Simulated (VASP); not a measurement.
A run of VASP 6.6.1 is set up as follows.

File INCAR:

```
SYSTEM = C
PREC     = Accurate       ! precision mode
ENCUT    = 600            ! plane-wave cutoff, eV
EDIFF    = 1E-6           ! SCF threshold, eV
ISMEAR   = 0              ! smearing method
SIGMA    = 0.1            ! smearing width, eV
LREAL    = .False.        ! projectors in reciprocal space
LASPH    = .True.         ! aspherical terms in the spheres
NELM     = 100            ! most SCF steps
ALGO     = Normal         ! electronic algorithm
ISIF     = 3              ! what is computed and relaxed
LWAVE    = .False.        ! write WAVECAR
LCHARG   = .False.        ! write CHGCAR
GGA      = PE             ! functional
IBRION   = 2              ! ionic algorithm
NSW      = 90             ! ionic steps
EDIFFG   = -0.04          ! ionic threshold
```

File KPOINTS:

```
regular mesh
0
Gamma
  8 8 4
  0 0 0
```

POSCAR

```
C
1.0
    1.2855863400     -2.1746659400      0.0000000000
    1.2855863400      2.1746659400      0.0000000000
    0.0000000000      0.0000000000      4.0578600900
C
4
Direct
    0.3250481200      0.6749518800      0.5023464900
    0.6749518800      0.3250481200      0.0023464900
    0.3376626400      0.6623373600      0.8840838400
    0.6623373600      0.3376626400      0.3840838400
```

Potentials or basis: VASP PAW PBE potentials, release 64 (C).

Run with:

```bash
$ cat potpaw_PBE.64/C/POTCAR > POTCAR
$ mpirun -np 1 vasp_std > vasp.out
```

**Question.** Estimate the space group after relaxing (to 0.05 Å).

**Answer.** P6_3/mmc (No. 194).

**Question.** Estimate the band gap on the k mesh.

**Answer.** 3.72 eV, indirect (least direct gap 4.97 eV).

**Question.** Predict the relaxed cell.

**Answer.** a = 2.511 Å, b = 2.511 Å, c = 4.182 Å, α = 90.00°, β = 90.00°, γ = 119.97°.

Final structure:
```
C
1.0
     1.25611   -2.17425    0.00000
     1.25611    2.17425    0.00000
     0.00000    0.00000    4.18207
C
4
Direct
  0.33333 0.66667 0.50583
  0.66667 0.33333 0.00583
  0.33321 0.66679 0.88060
  0.66679 0.33321 0.38060
```

A k mesh can miss the band edges.
